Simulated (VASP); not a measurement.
## ZnS: single point with r2SCAN

Crystal: ZnS.

```
Zn S
1.0
    -2.70465   -2.70465    0.00000
     2.70465   -2.70465    0.00000
     0.00000    0.00000   11.56860
Zn S
4 4
Direct
  0.00000 0.00000 0.87672
  0.50000 0.50000 0.17534
  0.00000 0.00000 0.40914
  0.50000 0.50000 0.64293
  0.50000 0.00000 0.29224
  0.00000 0.50000 0.52603
  0.50000 0.00000 0.75983
  0.00000 0.50000 0.05845
```

This cell differs from its parent crystal: the distance across one plane changed.

| Quantity | Value |
| --- | --- |
| Program | VASP 6.6.1 |
| Task | single point |
| Functional | r2SCAN |
| Potentials or basis | VASP PAW PBE potentials, release 64 (Zn, S) |
| Cutoff | 520 eV |
| k mesh | 6 × 6 × 2 |
| Occupations | gaussian, width 0.05 eV |
| Spin | no spin polarisation |

The pressure is -3.4 GPa and the largest force is 1.841 eV/Å. The band gap on the k mesh is 1.26 eV (least direct gap 1.31 eV).

Forces on the atoms (eV/Å):
```
Zn   0.000  0.000  1.817
Zn   0.000  0.000 -0.624
Zn   0.000  0.000 -0.361
Zn   0.000  0.000 -0.363
S    0.000  0.000  0.359
S    0.000  0.000  0.368
S    0.000  0.000  0.646
S    0.000  0.000 -1.841
```

Stress tensor (GPa, compression positive):
```
-1.88 -0.32  0.00
-0.32 -1.88  0.00
 0.00  0.00 -6.34
```

Levels at points of the mesh, in eV from the valence-band top:
| k point | band 33 | band 34 | band 35 | band 36 | band 37 | band 38 | band 39 | band 40 |
| --- | --- | --- | --- | --- | --- | --- | --- | --- |
| (0.00, 0.00, 0.00) | -1.39 | -0.81 | -0.41 | -0.05 | 1.26 | 3.03 | 3.51 | 3.95 |
| (0.50, 0.00, 0.00) | -1.68 | -1.63 | -1.26 | 0.00 | 2.25 | 2.95 | 4.28 | 4.50 |
| (0.00, 0.50, 0.00) | -1.39 | -1.36 | -1.28 | -0.64 | 2.24 | 2.61 | 4.36 | 4.80 |
| (0.50, 0.50, 0.00) | -2.88 | -2.56 | -2.10 | -2.07 | 2.22 | 2.70 | 3.33 | 3.79 |
| (0.00, 0.00, 0.50) | -1.38 | -1.28 | -0.48 | -0.10 | 1.97 | 2.95 | 3.18 | 3.57 |
| (0.50, 0.00, 0.50) | -1.89 | -1.78 | -1.26 | 0.00 | 2.63 | 3.31 | 3.80 | 4.11 |
| (0.00, 0.50, 0.50) | -1.80 | -1.60 | -1.36 | -0.64 | 2.58 | 3.07 | 3.92 | 4.00 |
| (0.50, 0.50, 0.50) | -2.90 | -2.59 | -2.15 | -2.11 | 2.53 | 2.92 | 3.66 | 4.04 |

Wall time 12 min on 1 thread of Intel(R) Xeon(R) Platinum 8259CL CPU @ 2.50GHz (Skylake/Cascade Lake), on a shared host, peak memory 0.39 GiB.

Caveat: the cell differs from its parent crystal (the distance across one plane changed); the cell stands under tension; the PAW data sets were made with another functional, which shifts forces and pressure a little. A k mesh can miss the band edges.
